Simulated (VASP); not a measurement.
# H23NO10 in VASP: notebook, part 3 of 3

VASP 6.6.1. Earlier steps stand in the parts before.

### 7 Single point, PBEsol

Contents of INCAR:

```
PREC = Accurate ; ENCUT = 520
EDIFF = 1E-7 ; ISMEAR = -1
SIGMA = 0.02 ; LREAL = Auto
LASPH = True ; NELM = 60
ALGO = Normal ; ISIF = 2
LWAVE = False ; LCHARG = False
GGA = PS ; NBANDS = 67
```

Contents of KPOINTS:

```
regular mesh
0
Gamma
  1 1 1
```

Contents of POSCAR:

```
H23NO10
1.0
    6.9726830000      0.0000000000      0.0000000000
    0.0000000000      6.9726830000      0.0000000000
    0.0000000000      0.0000000000      6.9726830000
O H N
10 23 1
Direct
    0.7207412125      0.8192111989      0.2476091341
    0.2571033274      0.9053903641      0.0648530845
    0.7964796334      0.1836165505      0.1124387843
    0.7894378677      0.0062816566      0.5892853583
    0.9587127365      0.5706268304      0.9697128064
    0.1804900639      0.9973779103      0.5366944116
    0.5449839036      0.3536658701      0.6941230513
    0.2810539358      0.2890422525      0.9387347740
    0.3091349485      0.3651248737      0.3936935036
    0.4833720391      0.8291499843      0.7564233165
    0.5843231364      0.7915460950      0.2643315349
    0.7323292913      0.9512837454      0.2009556436
    0.1558223714      0.8084119126      0.0600916462
    0.3341181580      0.8659507395     -0.0476717499
    0.8719025374      0.2622519911      0.0323835172
    0.8261812562      0.2110665292      0.2468346833
    0.7499265347     -0.0692990058      0.4715831768
    0.7464415061     -0.0880149004      0.6839547990
    0.8674852994      0.6498646217      1.0345802326
    0.9454610227      0.5723191489      0.8312868949
    0.2286924560      1.0829547249      0.4387980925
    0.0302322650      1.0060546278      0.5494154833
    0.4291891658      0.3255418323      0.7728158587
    0.6394238774      0.2431345294      0.7119354200
    0.1676399171      0.3504389917      0.9862057403
    0.2617787156      0.1471026289      0.9509682284
    0.3567206483      0.3374597698      0.2687344312
    0.4218462248      0.3570648486      0.4828557386
    0.4456103913      0.6992717151      0.7419238764
    0.3746907754      0.9097932604      0.7041909119
    0.9906373200      0.6371005250      0.4823824631
    1.0507289662      0.4406051444      0.5191832183
    0.8143206855      0.5212771038      0.5313593060
    0.9590999620      0.5333097747      0.5768654620
```

Potentials or basis: VASP PAW PBE potentials, release 64 (O, H, N).

Started as:

```sh
cat potpaw_PBE.64/O/POTCAR potpaw_PBE.64/H/POTCAR potpaw_PBE.64/N/POTCAR > POTCAR
mpirun -np 1 vasp_gam > vasp.out
```

OUTCAR:

```text
PREC = Accurate
   ENCUT = 520
   EDIFF = 1E-7
   ISMEAR = -1
   LREAL = Auto
   LASPH = True
   NELM = 60
   ISIF = 2
   GGA = PS

 ion  position               nearest neighbor table
   1  0.721  0.819  0.248-  11 0.98  12 0.98
   2  0.257  0.905  0.065-  13 0.98  14 0.99
   3  0.796  0.184  0.112-  15 0.94  16 0.98
   4  0.789  0.006  0.589-  18 0.98  17 1.01
   5  0.959  0.571  0.970-  19 0.96  20 0.97
   6  0.180  0.997  0.537-  21 0.97  22 1.05
   7  0.545  0.354  0.694-  23 1.00  24 1.02
   8  0.281  0.289  0.939-  25 0.96  26 1.00
   9  0.309  0.365  0.394-  27 0.95  28 1.00
  10  0.483  0.829  0.756-  29 0.95  30 1.01
  11  0.584  0.792  0.264-   1 0.98
  12  0.732  0.951  0.201-   1 0.98
  13  0.156  0.808  0.060-   2 0.98
  14  0.334  0.866  0.952-   2 0.99
  15  0.872  0.262  0.032-   3 0.94
  16  0.826  0.211  0.247-   3 0.98
[... 15 lines left out ...]
  32  0.051  0.441  0.519-  34 0.99
  33  0.814  0.521  0.531-  34 1.06
  34  0.959  0.533  0.577-  32 0.99  31 1.00  33 1.06

  LATTYP: Found a simple cubic cell.
 ALAT       =     6.9726830000

  Lattice vectors:

 A1 = (   6.9726830000,   0.0000000000,   0.0000000000)
 A2 = (   0.0000000000,   6.9726830000,   0.0000000000)
 A3 = (   0.0000000000,   0.0000000000,   6.9726830000)

Analysis of symmetry for initial positions (statically):
=====================================================================
 Subroutine PRICEL returns:
 Original cell was already a primitive cell.

 Routine SETGRP: Setting up the symmetry group for a
 simple cubic supercell.

 Subroutine GETGRP returns: Found  1 space group operations
 (whereof  1 operations were pure point group operations)
 out of a pool of 48 trial point group operations.

The static configuration has the point symmetry C_1 .

Analysis of symmetry for dynamics (positions and initial velocities):
=====================================================================
 Subroutine PRICEL returns:
 Original cell was already a primitive cell.

 Routine SETGRP: Setting up the symmetry group for a
 simple cubic supercell.

 Subroutine GETGRP returns: Found  1 space group operations
 (whereof  1 operations were pure point group operations)
 out of a pool of 48 trial point group operations.

The dynamic configuration has the point symmetry C_1 .

 Subroutine INISYM returns: Found  1 space group operations
 (whereof  1 operations are pure point group operations),
 and found     1 'primitive' translations

----------------------------------------------------------------------------------------

                                     Primitive cell

  volume of cell :     339.0001

  direct lattice vectors                    reciprocal lattice vectors
     6.972683000  0.000000000  0.000000000     0.143416817  0.000000000  0.000000000
     0.000000000  6.972683000  0.000000000     0.000000000  0.143416817  0.000000000
     0.000000000  0.000000000  6.972683000     0.000000000  0.000000000  0.143416817

  length of vectors
     6.972683000  6.972683000  6.972683000     0.143416817  0.143416817  0.143416817

  position of ions in fractional coordinates (direct lattice)
     0.720741213  0.819211199  0.247609134
     0.257103327  0.905390364  0.064853085
     0.796479633  0.183616550  0.112438784
     0.789437868  0.006281657  0.589285358
     0.958712736  0.570626830  0.969712806
     0.180490064  0.997377910  0.536694412
[... 26 lines left out ...]
     0.814320686  0.521277104  0.531359306
     0.959099962  0.533309775  0.576865462

  ion indices of the primitive-cell ions
   primitive index   ion index
                 1           1
                 2           2
                 3           3
                 4           4
                 5           5
                 6           6
[... 26 lines left out ...]
                33          33
                34          34

----------------------------------------------------------------------------------------

 KPOINTS: regular mesh

Automatic generation of k-mesh.
 Grid dimensions read from file:
 generate k-points for:    1    1    1

 Generating k-lattice:

  Cartesian coordinates                     Fractional coordinates (reciprocal lattice)
     0.143416817  0.000000000  0.000000000     1.000000000  0.000000000  0.000000000
     0.000000000  0.143416817  0.000000000     0.000000000  1.000000000  0.000000000
     0.000000000  0.000000000  0.143416817     0.000000000  0.000000000  1.000000000

  Length of vectors
     0.143416817  0.143416817  0.143416817

  Shift w.r.t. Gamma in fractional coordinates (k-lattice)
     0.000000000  0.000000000  0.000000000

 Subroutine IBZKPT returns following result:
 ===========================================

 Found      1 irreducible k-points:

 Following reciprocal coordinates:
            Coordinates               Weight
  0.000000  0.000000  0.000000      1.000000
   k-points           NKPTS =      1   k-points in BZ     NKDIM =      1   number of bands    NBANDS=     67
   number of dos      NEDOS =    301   number of ions     NIONS =     34
   total plane-waves  NPLWV = 157464
   dimension x,y,z NGX =    54 NGY =   54 NGZ =   54
   dimension x,y,z NGXF=   108 NGYF=  108 NGZF=  108
   ions per type =              10  23   1
   NGX,Y,Z   is equivalent  to a cutoff of  12.87, 12.87, 12.87 a.u.
   NGXF,Y,Z  is equivalent  to a cutoff of  25.75, 25.75, 25.75 a.u.
 SYSTEM =  unknown system
   PREC   = accura    normal or accurate (medium, high low for compatibility)
   ISTART =      0    job   : 0-new  1-cont  2-samecut
   ICHARG =      2    charge: 1-file 2-atom 10-const
   ISPIN  =      1    spin polarized calculation?
   LNONCOLLINEAR =      F non collinear calculations
   LSORBIT =      F    spin-orbit coupling
   LASPH  =      T    aspherical Exc in radial PAW
   ENCUT  =  520.0 eV  38.22 Ry    6.18 a.u.  12.96 12.96 12.96*2*pi/ulx,y,z
   NELM   =     60;   NELMIN=  2; NELMDL= -5     # of ELM steps
   EDIFF  = 0.1E-06   stopping-criterion for ELM
   LREAL  =      T    real-space projection
   EDIFFG = 0.1E-05   stopping-criterion for IOM
   NSW    =      0    number of steps for IOM
   IBRION =     -1    ionic relax: 0-MD 1-quasi-New 2-CG
   NFREE  =      0    steps in history (QN), initial steepest desc. (CG)
   ISIF   =      2    stress and relaxation
   ISYM   =      2    0-nonsym 1-usesym 2-fastsym
   POTIM  = 0.5000    time-step for ionic-motion
   TEBEG  =    0.0;   TEEND  =   0.0 temperature during run
   PSTRESS=    0.0 pullay stress
   NELECT =      88.0000    total number of electrons
   NUPDOWN=      -1.0000    fix difference up-down
   EMIN   =  10.00;   EMAX   =-10.00  energy-range for DOS
   EFERMI =   0.00;   METHOD = LEGACY
   ISMEAR =    -1;   SIGMA  =   0.02  broadening in eV -4-tet -1-fermi 0-gaus
   EFERMI_NEDOS =   21; number of points for ismear=-14 and -15
   IALGO  =     38    algorithm
   IMIX   =      4    mixing-type and parameters
     AMIX     =   0.40;   BMIX     =  1.00
     AMIX_MAG =   1.60;   BMIX_MAG =  1.00
  volume/ion in A,a.u.               =       9.97        67.28
  Fermi-wavevector in a.u.,A,eV,Ry     =   1.044325  1.973489 14.838723  1.090615
  Thomas-Fermi vector in A             =   2.179073
   LORBIT       =      0    0 simple, 1 ext, 2 COOP (PROOUT), +10 PAW based schemes
   GGA     = PS    functional components
   LHFCALC =     F    Hartree Fock is set to
   AEXX    =    0.0000 exact exchange contribution
   IVDW    =     0    specifies the selected vdW correction
   LEPSILON=     F    determine dielectric tensor
   LRPA    =     F    only Hartree local field effects (RPA)
 non-spin polarized calculation
  energy-cutoff  :      520.00
  volume of cell :      339.00
 maximum number of plane-waves:      4547
 NGX is ok and might be reduce to    50
   NGX = 25   NGY = 25   NGZ = 25

 number of electron      87.9999986 magnetization

 Free energy of the ion-electron system (eV)
  ---------------------------------------------------
  ext. energy  EPLUGINS =         0.00000000
  ---------------------------------------------------
  free energy    TOTEN  =      -166.59172519 eV

  energy without entropy =     -166.59172519  energy(sigma->0) =     -166.59172519

 E-fermi :  -2.6957     XC(G=0):  -6.8723

 val. band max:       -3.2731585389   @ k =   0.0000   0.0000   0.0000
 cond. band min:       0.8613789409   @ k =   0.0000   0.0000   0.0000
 fundamental gap:      4.1345374798
 Fermi energy:        -2.6957301931

 k-point     1 :       0.0000    0.0000    0.0000
  band No.  band energies     occupation
      1     -22.9480      2.00000
      2     -22.6312      2.00000
      3     -22.5448      2.00000
      4     -22.2359      2.00000
      5     -22.1494      2.00000
      6     -21.7987      2.00000
[... 48 lines left out ...]
     55       6.0652      0.00000
     56       6.1390      0.00000
 [bands above 56 left out]

------------------------ aborting loop because EDIFF is reached ----------------------------------------

  FORCE on cell =-STRESS in cart. coord.  units (eV):
  Direction    XX          YY          ZZ          XY          YZ          ZX
  --------------------------------------------------------------------------------------
  -------------------------------------------------------------------------------------
  Total       -2.4165450      2.3979108      3.9398044      2.4445798     -1.1401618     -3.3326718
  in kB      -11.4210412     11.3329726     18.6202488     11.5535390     -5.3886167    -15.7508270
  external PRESSURE =       6.1773934 kB  Pullay stress =       0.0000000 kB

 VOLUME and BASIS-vectors are now :
 -----------------------------------------------------------------------------
  energy-cutoff  :      520.00
  volume of cell :      339.00
      direct lattice vectors                 reciprocal lattice vectors
     6.972683000  0.000000000  0.000000000     0.143416817  0.000000000  0.000000000
     0.000000000  6.972683000  0.000000000     0.000000000  0.143416817  0.000000000
     0.000000000  0.000000000  6.972683000     0.000000000  0.000000000  0.143416817

 POSITION                                       TOTAL-FORCE (eV/Angst)
 -----------------------------------------------------------------------------------
      5.02550      5.71210      1.72650         0.037102     -0.518399      0.653771
      1.79270      6.31300      0.45220        -0.029626      0.064255     -0.133618
      5.55360      1.28030      0.78400        -1.364904     -1.659678      1.664027
      5.50450      0.04380      4.10890         0.153499     -0.428557     -0.691294
      6.68480      3.97880      6.76150         1.391136     -0.872848      1.334716
      1.25850      6.95440      3.74220        -1.537678     -0.859108      0.980790
[... 26 lines left out ...]
      5.67800      3.63470      3.70500         1.106617     -1.031002      0.638004
      6.68750      3.71860      4.02230        -2.331623      1.334033      0.070484
 -----------------------------------------------------------------------------------
    total drift:                                0.007890      0.001093      0.006632

  FREE ENERGIE OF THE ION-ELECTRON SYSTEM (eV)
  ---------------------------------------------------
  free  energy   TOTEN  =      -166.5917251889 eV

  energy  without entropy=     -166.5917251889  energy(sigma->0) =     -166.59172519
```

Run time: 48 s. Hardware: 1 thread of AMD EPYC 7R13 (Zen 3), shared host; peak memory 0.33 GiB.

What came out:

```yaml
Free_energy: -166.5917 eV
Pressure: 0.6 GPa
Largest_force: 2.718 eV/Å
Band_gap_on_the_k_mesh: 4.13 eV
```

Forces on the atoms (eV/Å):
```
O    0.037 -0.518  0.654
O   -0.030  0.064 -0.134
O   -1.365 -1.660  1.664
O    0.153 -0.429 -0.691
O    1.391 -0.873  1.335
O   -1.538 -0.859  0.981
O    1.519 -0.877 -0.570
O    0.698 -1.183 -0.004
O   -0.215  0.051  0.848
O   -0.279  1.750  0.359
H   -0.135  0.120 -0.315
H   -0.070  0.372 -0.879
H   -0.375 -0.094  0.156
H    0.631 -0.048  0.117
H    1.017  1.433 -0.892
H    0.235  0.471 -0.387
H    0.274  0.437  0.120
H   -0.260  0.148  0.545
H   -0.966  0.577  0.412
H   -0.174  0.137 -1.678
H   -0.145  0.704 -0.267
H    1.871  0.082 -0.060
H   -0.108 -0.077  0.547
H   -1.184  1.181 -0.410
H   -0.947  0.762  0.106
H   -0.208  0.454  0.392
H    0.383 -0.142 -1.377
H   -0.135 -0.023  0.273
H   -0.330 -1.501 -0.365
H    0.275 -0.484 -0.671
H    0.628  1.761 -0.176
H    0.576 -2.039 -0.343
H    1.107 -1.031  0.638
N   -2.332  1.334  0.070
```

Caveat: the k points lie up to 0.90 Å⁻¹ apart; the atoms stand as in a frame of molecular dynamics; the PAW data sets were made with another functional, which shifts forces and pressure a little.

### 8 Summary

```csv
cell,gap on the mesh (eV),pressure (GPa),largest force (eV/Å)
"as given, atomic positions A",4.08,-2.4,2.97
"as given, atomic positions B",4.36,2.5,3.88
"as given, atomic positions C",3.70,-0.5,3.27
"as given, atomic positions D",3.51,0.1,4.90
"as given, atomic positions E",4.32,0.9,4.52
"as given, atomic positions F",4.13,0.6,2.72
```

Alike in all rows: task single point; level PBEsol; potentials or basis VASP PAW PBE potentials, release 64 (O, H, N); no spin polarisation; k mesh 1 × 1 × 1; cutoff (eV) 520; smearing fermi-dirac 0.02 eV.

Caveats: all runs use coarse meshes; the PAW data sets were made with another functional, which shifts forces and pressure a little; the atoms stand as in a frame of molecular dynamics (at least some runs).

Absolute energies hang on the potentials; compare differences alone.
